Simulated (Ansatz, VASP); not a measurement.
**SiGe: VASP beside Ansatz**

```xyz
4
Lattice="3.9371 0.0000 0.0000 -1.9686 3.4096 0.0000 0.0000 0.0000 6.5065" Properties=species:S:1:pos:R:3 pbc="T T T"
Si    1.9686    1.1365    5.6899
Si    0.0000    2.2731    2.4367
Ge    1.9686    1.1365    3.4091
Ge    0.0000    2.2731    0.1558
```

Alike in both runs: task single point; functional LDA; k mesh 12 × 12 × 6; occupations gaussian, width 0.03 eV; no spin polarisation.

|  | VASP | Ansatz |
| --- | --- | --- |
| version | VASP 6.6.1 | Ansatz 0.2.0 |
| potentials or method | VASP PAW LDA potentials, release 64 (Si, Ge_d), cutoff 520 eV | scalar-relativistic, plane waves, PAW |
| valence electrons in the cell | 36 | 36 |

|  | VASP | Ansatz | Ansatz less VASP |
| --- | --- | --- | --- |
| gap on the k mesh at the Fermi level (eV) | none | none | - |
| pressure (GPa) | -3.2 | -3.3 | -0.07 |
| traceless stress, the component that is largest in VASP (GPa) | 5.68 | 5.66 | -0.019 |
| rms of the force components (eV/Å) | 1.194 | 1.192 | -0.0020 |

Ansatz warns that its potentials were made for another functional, while VASP's fit it. LDA's correlation is that of Perdew and Zunger in VASP and of Perdew and Wang (1992) in Ansatz. Atom by atom the forces differ by 0.002 eV/Å (rms over components). A gap of «none» marks a metal or a gap that the smearing closes.
